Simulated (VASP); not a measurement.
Here is a VASP 6.6.1 calculation.

File POSCAR:

```
Ni2Ge
1.0
    4.0577033350      0.0000000000      0.0000000000
   -2.0288516675      3.5140741691      0.0000000000
    0.0000000000      0.0000000000      4.9718591983
Ni Ge
4 2
Direct
    0.6666666667      0.3333333333      0.2500000000
    0.3333333333      0.6666666667      0.7500000000
    0.0000000000      0.0000000000      0.0000000000
    0.0000000000      0.0000000000      0.5000000000
    0.6666666667      0.3333333333      0.7500000000
    0.3333333333      0.6666666667      0.2500000000
```

Contents of INCAR.step1:

```
PREC = Accurate
ENCUT = 520
ISMEAR = 0
SIGMA = 0.1
LREAL = F
LASPH = T
NELM = 60
NBANDS = 43
GGA = PE
ALGO = Normal
EDIFF = 1E-4
LWAVE = T
LCHARG = F
```

The input INCAR.step2:

```
PREC = Accurate
ENCUT = 520
EDIFF = 1E-6
ISMEAR = 0
SIGMA = 0.1
LREAL = F
LASPH = T
NELM = 60
ALGO = Normal
ISIF = 2
LWAVE = F
LCHARG = F
METAGGA = R2SCAN
LMIXTAU = T
NBANDS = 43
ISTART = 1
```

File KPOINTS:

```
regular mesh
0
Gamma
  12 12 8
```

Potentials or basis: VASP PAW PBE potentials, release 64 (Ni, Ge_d).

Run with:

```sh
$ cat potpaw_PBE.64/Ni/POTCAR potpaw_PBE.64/Ge_d/POTCAR > POTCAR
$ cp INCAR.step1 INCAR
$ mpirun -np 1 vasp_std > vasp.out
$ cp INCAR.step2 INCAR
$ mpirun -np 1 vasp_std > vasp.out
```

What does it give for the band gap on the k mesh?

Zero (bands 34 and 35 overlap by 2.70 eV).

What does it give for the pressure?

-5.2 GPa.

Stress tensor (GPa, compression positive):
```
-7.85  0.00  0.00
 0.00 -7.85  0.00
 0.00  0.00  0.09
```

Caveat: the cell differs from its parent crystal (biaxial strain in the a-b plane: +2.0 %, then relaxed in part); the cell stands under tension; the PAW data sets were made with another functional, which shifts forces and pressure a little. Spin polarisation is off, so any magnetic state and its effect on volume and gap are missing.
